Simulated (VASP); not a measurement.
# CuI (Cmcm) in VASP: further runs

Aim: see how the results for CuI move with the level of theory and the settings. Levels: HSE06, PBE-based screened hybrid with 35 % exact exchange. Tasks: single point.

All numbers are computed with VASP 6.6.1; they aren't measurements. Logs are shortened: lines on timing, memory, paths and dates and some standing lists are left out, and cuts for length are marked.

## Step 1: The cell of the first run

The structure is orthorhombic, space group Cmcm (No. 63). Conventional cell: a = 7.007 Å, b = 7.186 Å, c = 4.322 Å, α = 90.00°, β = 90.00°, γ = 90.00°. Cu (site symmetry m2m) has 2 Cu at 2.47 Å and 3 I at 2.57 to 2.60 Å within 3.3 Å. I (site symmetry m2m) has 3 Cu at 2.57 to 2.60 Å within 3.4 Å.

## Step 2: Single point, HSE06

Contents of POSCAR:

```
CuI
1.0
    3.5037459921     -3.5931530553      0.0000000000
    3.5037459921      3.5931530553      0.0000000000
    0.0000000000      0.0000000000      4.3220095893
Cu I
2 2
Direct
    0.4168025109      0.5831974891      0.7500000000
    0.5831974891      0.4168025109      0.2500000000
    0.7779467703      0.2220532297      0.7500000000
    0.2220532297      0.7779467703      0.2500000000
```

Contents of INCAR.step1:

```
  PREC = Accurate
  ENCUT = 520
  EDIFF = 1E-5
  ISMEAR = 0
  SIGMA = 0.01
  LREAL = F
  LASPH = T
  NELM = 60
  ALGO = Normal
  ISIF = 2
  LWAVE = T
  GGA = PE
  NBANDS = 26
```

Contents of INCAR.step2:

```
  PREC = Accurate
  ENCUT = 520
  EDIFF = 1E-6
  ISMEAR = 0
  SIGMA = 0.01
  LREAL = F
  LASPH = T
  NELM = 60
  ALGO = Normal
  ISIF = 2
  LWAVE = F
  LCHARG = T
  GGA = PE
  LHFCALC = T
  HFSCREEN = 0.2079
  PRECFOCK = Normal
  LELF = T
  LVHAR = T
  ISTART = 1
  NBANDS = 26
```

Contents of KPOINTS:

```
regular mesh
0
Gamma
  2 2 4
```

Potentials or basis: VASP PAW PBE potentials, release 64 (Cu, I).

Started as:

```
> cat potpaw_PBE.64/Cu/POTCAR potpaw_PBE.64/I/POTCAR > POTCAR
> cp INCAR.step1 INCAR
> mpirun -np 1 vasp_std > vasp.out
> cp INCAR.step2 INCAR
> mpirun -np 1 vasp_std > vasp.out
```

OUTCAR:

```text
PREC = Accurate
   ENCUT = 520
   EDIFF = 1E-6
   ISMEAR = 0
   LREAL = F
   LASPH = T
   NELM = 60
   ISIF = 2
   GGA = PE
   LHFCALC = T
   HFSCREEN = 0.2079
   PRECFOCK = Normal
   ISTART = 1

 ion  position               nearest neighbor table
   1  0.417  0.583  0.750-   2 2.47   2 2.47   4 2.57   4 2.57   3 2.60
   2  0.583  0.417  0.250-   1 2.47   1 2.47   3 2.57   3 2.57   4 2.60
   3  0.778  0.222  0.750-   2 2.57   2 2.57   1 2.60
   4  0.222  0.778  0.250-   1 2.57   1 2.57   2 2.60

  LATTYP: Found a base centered orthorhombic cell.
 ALAT       =     7.0074919842
 B/A-ratio  =     1.0255175642
 C/A-ratio  =     0.6167698228

  Lattice vectors:

 A1 = (   3.5037459921,  -3.5931530553,   0.0000000000)
 A2 = (   3.5037459921,   3.5931530553,   0.0000000000)
 A3 = (   0.0000000000,   0.0000000000,   4.3220095893)

Analysis of symmetry for initial positions (statically):
=====================================================================
 Subroutine PRICEL returns:
 Original cell was already a primitive cell.

 Routine SETGRP: Setting up the symmetry group for a
 base centered orthorhombic supercell.

 Subroutine GETGRP returns: Found  8 space group operations
 (whereof  4 operations were pure point group operations)
 out of a pool of  8 trial point group operations.

The static configuration has the point symmetry C_2h.
 The point group associated with its full space group is D_2h.

Analysis of symmetry for dynamics (positions and initial velocities):
=====================================================================
 Subroutine PRICEL returns:
 Original cell was already a primitive cell.

 Routine SETGRP: Setting up the symmetry group for a
 base centered orthorhombic supercell.

 Subroutine GETGRP returns: Found  8 space group operations
 (whereof  4 operations were pure point group operations)
 out of a pool of  8 trial point group operations.

The dynamic configuration has the point symmetry C_2h.
 The point group associated with its full space group is D_2h.

 Subroutine INISYM returns: Found  8 space group operations
 (whereof  4 operations are pure point group operations),
 and found     1 'primitive' translations

----------------------------------------------------------------------------------------

                                     Primitive cell

  volume of cell :     108.8238

  direct lattice vectors                    reciprocal lattice vectors
     3.503745992 -3.593153055  0.000000000     0.142704409 -0.139153549  0.000000000
     3.503745992  3.593153055  0.000000000     0.142704409  0.139153549  0.000000000
     0.000000000  0.000000000  4.322009589     0.000000000  0.000000000  0.231373850

  length of vectors
     5.018663652  5.018663652  4.322009589     0.199319488  0.199319488  0.231373850

  position of ions in fractional coordinates (direct lattice)
     0.416802511  0.583197489  0.750000000
     0.583197489  0.416802511  0.250000000
     0.777946770  0.222053230  0.750000000
     0.222053230  0.777946770  0.250000000

  ion indices of the primitive-cell ions
   primitive index   ion index
                 1           1
                 2           2
                 3           3
                 4           4

----------------------------------------------------------------------------------------

 KPOINTS: regular mesh

Automatic generation of k-mesh.
 Grid dimensions read from file:
 generate k-points for:    2    2    4

 Generating k-lattice:

  Cartesian coordinates                     Fractional coordinates (reciprocal lattice)
     0.071352204 -0.069576775  0.000000000     0.500000000 -0.000000000  0.000000000
     0.071352204  0.069576775  0.000000000    -0.000000000  0.500000000  0.000000000
     0.000000000  0.000000000  0.057843463     0.000000000  0.000000000  0.250000000

  Length of vectors
     0.099659744  0.099659744  0.057843463

  Shift w.r.t. Gamma in fractional coordinates (k-lattice)
     0.000000000  0.000000000  0.000000000

 Subroutine IBZKPT returns following result:
 ===========================================

 Found      9 irreducible k-points:

 Following reciprocal coordinates:
            Coordinates               Weight
  0.000000  0.000000  0.000000      1.000000
  0.500000  0.000000  0.000000      2.000000
  0.500000  0.500000  0.000000      1.000000
  0.000000  0.000000  0.250000      2.000000
  0.500000  0.000000  0.250000      4.000000
  0.500000  0.500000  0.250000      2.000000
  0.000000  0.000000  0.500000      1.000000
  0.500000  0.000000  0.500000      2.000000
  0.500000  0.500000  0.500000      1.000000
   k-points           NKPTS =      9   k-points in BZ     NKDIM =     16   number of bands    NBANDS=     26
   number of dos      NEDOS =    301   number of ions     NIONS =      4
   total plane-waves  NPLWV =  51200
   dimension x,y,z NGX =    40 NGY =   40 NGZ =   32
   dimension x,y,z NGXF=    80 NGYF=   80 NGZF=   64
   ions per type =               2   2
   NGX,Y,Z   is equivalent  to a cutoff of  13.25, 13.25, 12.31 a.u.
   NGXF,Y,Z  is equivalent  to a cutoff of  26.50, 26.50, 24.62 a.u.
 SYSTEM =  unknown system
   PREC   = accura    normal or accurate (medium, high low for compatibility)
   ISTART =      1    job   : 0-new  1-cont  2-samecut
   ICHARG =      0    charge: 1-file 2-atom 10-const
   ISPIN  =      1    spin polarized calculation?
   LNONCOLLINEAR =      F non collinear calculations
   LSORBIT =      F    spin-orbit coupling
   LASPH  =      T    aspherical Exc in radial PAW
   ENCUT  =  520.0 eV  38.22 Ry    6.18 a.u.   9.33  9.33  8.04*2*pi/ulx,y,z
   NELM   =     60;   NELMIN=  2; NELMDL=  0     # of ELM steps
   EDIFF  = 0.1E-05   stopping-criterion for ELM
   LREAL  =      F    real-space projection
   EDIFFG = 0.1E-04   stopping-criterion for IOM
   NSW    =      0    number of steps for IOM
   IBRION =     -1    ionic relax: 0-MD 1-quasi-New 2-CG
   NFREE  =      0    steps in history (QN), initial steepest desc. (CG)
   ISIF   =      2    stress and relaxation
   ISYM   =      3    0-nonsym 1-usesym 2-fastsym
   POTIM  = 0.5000    time-step for ionic-motion
   TEBEG  =    0.0;   TEEND  =   0.0 temperature during run
   PSTRESS=    0.0 pullay stress
   NELECT =      36.0000    total number of electrons
   NUPDOWN=      -1.0000    fix difference up-down
   EMIN   =  10.00;   EMAX   =-10.00  energy-range for DOS
   EFERMI =   0.00;   METHOD = LEGACY
   ISMEAR =     0;   SIGMA  =   0.01  broadening in eV -4-tet -1-fermi 0-gaus
   EFERMI_NEDOS =   21; number of points for ismear=-14 and -15
   IALGO  =     38    algorithm
   IMIX   =      1    mixing-type and parameters
     AMIX     =   0.40;   BMIX     =  1.00
     AMIX_MAG =   1.60;   BMIX_MAG =  1.00
  volume/ion in A,a.u.               =      27.21       183.59
  Fermi-wavevector in a.u.,A,eV,Ry     =   1.132229  2.139603 17.441890  1.281943
  Thomas-Fermi vector in A             =   2.268930
   LORBIT       =      0    0 simple, 1 ext, 2 COOP (PROOUT), +10 PAW based schemes
   GGA     = PE    functional components
   LHFCALC =     T    Hartree Fock is set to
   PRECFOCK=normal    Normal, Fast or Accurate (Low or Medium for compatibility)
   ENCUT4O =  -1.0   cutoff for four orbital integrals eV
   NKREDX  =     1    reduce k-point grid by
   NKREDY  =     1    reduce k-point grid by
   NKREDZ  =     1    reduce k-point grid by
   AEXX    =    0.2500 exact exchange contribution
   HFSCREEN=    0.2079 screening length (either q_TF or 0.3 A-1)
   HFSCREENC=   0.2079 screening length for correlation (either q_TF or 0.3 A-1)
   ENCUTFOCK=  -1.0 apply spherical cutoff to Coloumb kernel
   IVDW    =     0    specifies the selected vdW correction
   LEPSILON=     F    determine dielectric tensor
   LRPA    =     F    only Hartree local field effects (RPA)
 non-spin polarized calculation
 Gauss-broadening in eV      SIGMA  =   0.01
  energy-cutoff  :      520.00
  volume of cell :      108.82
 maximum number of plane-waves:      2949
 NGX is ok and might be reduce to    40
  NGX = 30; NGY = 30; NGZ = 28

 number of electron      35.9999992 magnetization

 Free energy of the ion-electron system (eV)
  ---------------------------------------------------
  ext. energy  EPLUGINS =         0.00000000
  ---------------------------------------------------
  free energy    TOTEN  =       -12.52300054 eV

  energy without entropy =      -12.52300054  energy(sigma->0) =      -12.52300054

 E-fermi :   4.0621     XC(G=0):  -7.5379

 val. band max:        3.9437699726   @ k =   0.0000   0.0000   0.0000
 cond. band min:       6.1255805904   @ k =   0.0000   0.0000   0.0000
 fundamental gap:      2.1818106178
 Fermi energy:         4.0620516527

 k-point     1 :       0.0000    0.0000    0.0000
  band No.  band energies     occupation
      1     -11.0396      2.00000
      2      -9.9453      2.00000
      3      -1.8598      2.00000
      4      -0.8290      2.00000
      5      -0.6623      2.00000
      6      -0.5677      2.00000
[... 18 lines left out ...]
     25      13.0033      0.00000
     26      13.9173      0.00000

 k-point     2 :       0.5000    0.0000    0.0000
  band No.  band energies     occupation
      1     -10.5026      2.00000
      2     -10.4866      2.00000
      3      -1.5522      2.00000
      4      -1.3015      2.00000
      5      -0.8566      2.00000
      6      -0.3076      2.00000
[... 18 lines left out ...]
     25      12.5906      0.00000
     26      12.6176      0.00000

 k-point     3 :       0.5000    0.5000    0.0000
  band No.  band energies     occupation
      1     -10.4977      2.00000
      2     -10.3624      2.00000
      3      -2.5430      2.00000
      4      -1.0056      2.00000
      5      -0.8353      2.00000
      6      -0.7809      2.00000
[... 137 lines left out ...]
 k-point     8 :       0.5000    0.0000    0.5000
  band No.  band energies     occupation
      1     -10.2368      2.00000
      2     -10.2368      2.00000
      3      -2.2064      2.00000
      4      -2.2064      2.00000
      5      -0.4770      2.00000
      6      -0.4770      2.00000
[... 18 lines left out ...]
     25      14.1526      0.00000
     26      14.1526      0.00000

 k-point     9 :       0.5000    0.5000    0.5000
  band No.  band energies     occupation
      1     -10.1929      2.00000
      2     -10.1929      2.00000
      3      -1.6723      2.00000
      4      -1.6723      2.00000
      5      -0.7592      2.00000
      6      -0.7592      2.00000
[... 18 lines left out ...]
     25      13.8106      0.00000
     26      13.8106      0.00000

------------------------ aborting loop because EDIFF is reached ----------------------------------------

  FORCE on cell =-STRESS in cart. coord.  units (eV):
  Direction    XX          YY          ZZ          XY          YZ          ZX
  --------------------------------------------------------------------------------------
  -------------------------------------------------------------------------------------
  Total        1.1155070      1.2451717      1.8366441      0.0000000      0.0000000      0.0000000
  in kB       16.4232389     18.3322494     27.0403017      0.0000000      0.0000000      0.0000000
  external PRESSURE =      20.5985967 kB  Pullay stress =       0.0000000 kB

 VOLUME and BASIS-vectors are now :
 -----------------------------------------------------------------------------
  energy-cutoff  :      520.00
  volume of cell :      108.82
      direct lattice vectors                 reciprocal lattice vectors
     3.503745992 -3.593153055  0.000000000     0.142704409 -0.139153549  0.000000000
     3.503745992  3.593153055  0.000000000     0.142704409  0.139153549  0.000000000
     0.000000000  0.000000000  4.322009589     0.000000000  0.000000000  0.231373850

 POSITION                                       TOTAL-FORCE (eV/Angst)
 -----------------------------------------------------------------------------------
      3.50375      0.59788      3.24151         0.000000      0.193662      0.000000
      3.50375     -0.59788      1.08050         0.000000     -0.193662      0.000000
      3.50375     -1.99741      3.24151         0.000000     -0.054055     -0.000000
      3.50375      1.99741      1.08050         0.000000      0.054055      0.000000
 -----------------------------------------------------------------------------------
    total drift:                                0.000002     -0.000005      0.000000

  FREE ENERGIE OF THE ION-ELECTRON SYSTEM (eV)
  ---------------------------------------------------
  free  energy   TOTEN  =       -12.5230005378 eV

  energy  without entropy=      -12.5230005378  energy(sigma->0) =      -12.52300054
```

Run time: 32 min. Hardware: 1 thread of AMD EPYC, shared host; peak memory 0.33 GiB.

Results:

- Free energy: -12.5230 eV
- Pressure: 2.1 GPa
- Largest force: 0.194 eV/Å
- Band gap on the k mesh: 2.18 eV

Forces in eV/Å, atoms in the order of the input:
```
Cu   0.000  0.194  0.000
Cu   0.000 -0.194  0.000
I    0.000 -0.054  0.000
I    0.000  0.054  0.000
```

Stress tensor (GPa, compression positive):
```
1.64 0.00 0.00
0.00 1.83 0.00
0.00 0.00 2.70
```

Levels at points of the mesh, in eV from the valence-band top:
```tsv
k point	band 16	band 17	band 18	band 19	band 20	band 21
(0.00, 0.00, 0.00)	-1.66	-0.95	0.00	2.18	2.60	3.38
(0.50, 0.00, 0.00)	-1.77	-1.67	-0.66	3.90	4.43	4.86
(0.50, 0.50, 0.00)	-1.13	-0.76	-0.38	2.77	3.99	5.08
(0.00, 0.00, 0.50)	-2.51	-1.95	-1.95	5.00	5.00	5.10
(0.50, 0.00, 0.50)	-2.51	-1.54	-1.54	3.20	3.20	4.61
(0.50, 0.50, 0.50)	-2.55	-2.24	-2.24	5.52	5.52	6.25
```

Caveat: the k points lie up to 0.63 Å⁻¹ apart; the PAW data sets were made with another functional, which shifts forces and pressure a little; spin-orbit coupling is left out, which moves the levels of the heavy elements.

## Step 3: Single point, PBE-based screened hybrid with 35 % exact exchange

POSCAR is that of step 2.

Contents of INCAR.step1:

```
ALGO = Normal
EDIFF = 1E-5
ENCUT = 520
GGA = PE
ISIF = 2
ISMEAR = 0
LASPH = T
LCHARG = F
LREAL = F
LWAVE = T
NBANDS = 26
NELM = 60
PREC = Accurate
SIGMA = 0.01
```

Contents of INCAR.step2:

```
AEXX = 0.35
ALGO = Normal
EDIFF = 1E-7
ENCUT = 520
GGA = PE
HFSCREEN = 0.1
ISIF = 2
ISMEAR = 0
ISTART = 1
LASPH = T
LCHARG = F
LHFCALC = T
LREAL = F
LWAVE = F
NBANDS = 26
NELM = 60
PREC = Accurate
PRECFOCK = Normal
SIGMA = 0.01
```

Contents of KPOINTS:

```
k-points
0
Gamma
  2 2 4
```

Potentials or basis: VASP PAW PBE potentials, release 64 (Cu, I).

Started as:

```
> cat potpaw_PBE.64/Cu/POTCAR potpaw_PBE.64/I/POTCAR > POTCAR
> cp INCAR.step1 INCAR
> mpirun -np 1 vasp_std > vasp.out
> cp INCAR.step2 INCAR
> mpirun -np 1 vasp_std > vasp.out
```

Wall time 38 min (1 thread of AMD EPYC, shared host); peak memory 0.33 GiB.

The run converged. Its results:

| Quantity | Value |
| --- | --- |
| Free energy | -14.2121 eV |
| Pressure | 1.9 GPa |
| Largest force | 0.232 eV/Å |
| Band gap on the k mesh | 3.18 eV |

Forces in eV/Å, atoms in the order of the input:
```
Cu   0.000  0.232  0.000
Cu   0.000 -0.232  0.000
I    0.000 -0.003  0.000
I    0.000  0.003  0.000
```

Stress tensor (GPa, compression positive):
```
1.45 0.00 0.00
0.00 1.57 0.00
0.00 0.00 2.74
```

Levels at points of the mesh, in eV from the valence-band top:
```tsv
k point	band 15	band 16	band 17	band 18	band 19	band 20	band 21	band 22
(0.00, 0.00, 0.00)	-2.36	-1.66	-0.94	0.00	3.18	3.53	4.35	6.90
(0.50, 0.00, 0.00)	-2.72	-1.94	-1.79	-0.71	4.94	5.47	5.86	5.94
(0.50, 0.50, 0.00)	-2.69	-1.13	-0.74	-0.43	3.79	5.00	6.05	7.37
(0.00, 0.00, 0.50)	-2.77	-2.77	-2.04	-2.04	5.99	5.99	6.19	6.19
(0.50, 0.00, 0.50)	-2.67	-2.67	-1.61	-1.61	4.16	4.16	5.60	5.60
(0.50, 0.50, 0.50)	-2.88	-2.88	-2.44	-2.44	6.61	6.61	7.26	7.26
```

Caveat: the k points lie up to 0.63 Å⁻¹ apart; the PAW data sets were made with another functional, which shifts forces and pressure a little; spin-orbit coupling is left out, which moves the levels of the heavy elements.

## Step 4: Single point, PBE-based screened hybrid with 35 % exact exchange

POSCAR is that of step 3.

Contents of INCAR.step1:

```
  ALGO = Normal
  EDIFF = 1E-5
  ENCUT = 520
  GGA = PE
  ISIF = 2
  ISMEAR = 0
  LASPH = T
  LREAL = F
  LWAVE = T
  NBANDS = 26
  NELM = 100
  PREC = Accurate
  SIGMA = 0.01
```

Contents of INCAR.step2:

```
  AEXX = 0.35
  ALGO = Normal
  EDIFF = 1E-6
  ENCUT = 520
  GGA = PE
  HFSCREEN = 0.2078
  ISIF = 2
  ISMEAR = 0
  ISTART = 1
  LASPH = T
  LCHARG = T
  LELF = T
  LHFCALC = T
  LREAL = F
  LVHAR = T
  LWAVE = F
  NBANDS = 26
  NELM = 100
  PREC = Accurate
  PRECFOCK = Normal
  SIGMA = 0.01
```

KPOINTS is that of step 3.

Started as:

```
> cat potpaw_PBE.64/Cu/POTCAR potpaw_PBE.64/I/POTCAR > POTCAR
> cp INCAR.step1 INCAR
> mpirun -np 1 vasp_std > vasp.out
> cp INCAR.step2 INCAR
> mpirun -np 1 vasp_std > vasp.out
```

Wall time 29 min (1 thread of AMD EPYC, shared host); peak memory 0.33 GiB.

The run converged. Its results:

- Free energy: -13.3514 eV
- Pressure: 2.0 GPa
- Largest force: 0.235 eV/Å
- Band gap on the k mesh: 2.70 eV

Forces on the atoms (eV/Å):
```
Cu   0.000  0.235  0.000
Cu   0.000 -0.235  0.000
I    0.000 -0.013  0.000
I    0.000  0.013  0.000
```

Stress tensor (GPa, compression positive):
```
1.53 0.00 0.00
0.00 1.64 0.00
0.00 0.00 2.95
```

Levels at points of the mesh, in eV from the valence-band top:
```
           k point  band 15  band 16  band 17  band 18  band 19  band 20  band 21  band 22
(0.00, 0.00, 0.00)    -2.31    -1.63    -0.93     0.00     2.70     3.04     3.88     6.41
(0.50, 0.00, 0.00)    -2.70    -1.89    -1.76    -0.70     4.45     4.99     5.36     5.44
(0.50, 0.50, 0.00)    -2.67    -1.11    -0.73    -0.42     3.31     4.52     5.57     6.87
(0.00, 0.00, 0.50)    -2.72    -2.72    -2.00    -2.00     5.49     5.49     5.67     5.67
(0.50, 0.00, 0.50)    -2.64    -2.64    -1.59    -1.59     3.68     3.68     5.11     5.11
(0.50, 0.50, 0.50)    -2.84    -2.84    -2.40    -2.40     6.09     6.09     6.77     6.77
```

Caveat: the k points lie up to 0.63 Å⁻¹ apart; the PAW data sets were made with another functional, which shifts forces and pressure a little; spin-orbit coupling is left out, which moves the levels of the heavy elements.

## Step 5: The runs side by side

```csv
level,share of exact exchange,screening parameter,gap on the mesh (eV),pressure (GPa),largest force (eV/Å)
HSE06,0.25,0.2079 1/Å,2.18,2.1,0.19
PBE-based screened hybrid with 35 % exact exchange,0.35,0.1 1/Å,3.18,1.9,0.23
PBE-based screened hybrid with 35 % exact exchange,0.35,0.2078 1/Å,2.70,2.0,0.23
```

Alike in all rows: task single point; potentials or basis VASP PAW PBE potentials, release 64 (Cu, I); no spin polarisation; cell as given; k mesh 2 × 2 × 4; cutoff (eV) 520; smearing gaussian 0.01 eV.

Caveats: all runs use coarse meshes; the PAW data sets were made with another functional, which shifts forces and pressure a little; spin-orbit coupling is left out, which moves the levels of the heavy elements.

Absolute energies hang on the potentials; compare differences alone.
